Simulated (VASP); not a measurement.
A run of VASP 6.6.1:

The input INCAR:

```
SYSTEM = NiNF3
  PREC = Accurate
  ENCUT = 520
  EDIFF = 1E-6
  ISMEAR = 1
  SIGMA = 0.1
  LREAL = .False.
  LASPH = .True.
  NELM = 150
  ALGO = Normal
  ISIF = 2
  LWAVE = .False.
  LCHARG = .True.
  ISPIN = 2
  MAGMOM = 1.5 0 0 0 0
  LORBIT = 11
  LMAXMIX = 4
  LDAU = .True.
  LDAUTYPE = 2
  LDAUL = 2 -1 -1
  LDAUU = 2 0 0
  LDAUJ = 0 0 0
  LDAUPRINT = 1
  GGA = PS
  LELF = .True.
  LVHAR = .True.
  NBANDS = 30
```

The input KPOINTS:

```
Automatic mesh
0
Gamma
  7 7 7
  0 0 0
```

File POSCAR:

```
NiNF3
1.0
    3.9288370000      0.0000000000      0.0000000000
    0.0000000000      3.9288370000      0.0000000000
    0.0000000000      0.0000000000      3.9288370000
Ni N F
1 1 3
Direct
    0.5000000000      0.5000000000      0.5000000000
    0.0000000000      0.0000000000      0.0000000000
    0.0000000000      0.5000000000      0.5000000000
    0.5000000000      0.5000000000      0.0000000000
    0.5000000000      0.0000000000      0.5000000000
```

Potentials or basis: VASP PAW PBE potentials, release 64 (Ni, N, F).

The run is started by

```console
$ cat potpaw_PBE.64/Ni/POTCAR potpaw_PBE.64/N/POTCAR potpaw_PBE.64/F/POTCAR > POTCAR
$ mpirun -np 1 vasp_std > vasp.out
```

Hardware: 1 thread of AMD EPYC 7R13 (shared host).

Problem. Estimate the wall time of this run.

Solution. Run time: 4.1 min on 1 thread of AMD EPYC 7R13, on a shared host, peak memory 0.19 GiB. Counts: scf iterations 39, k points 20.
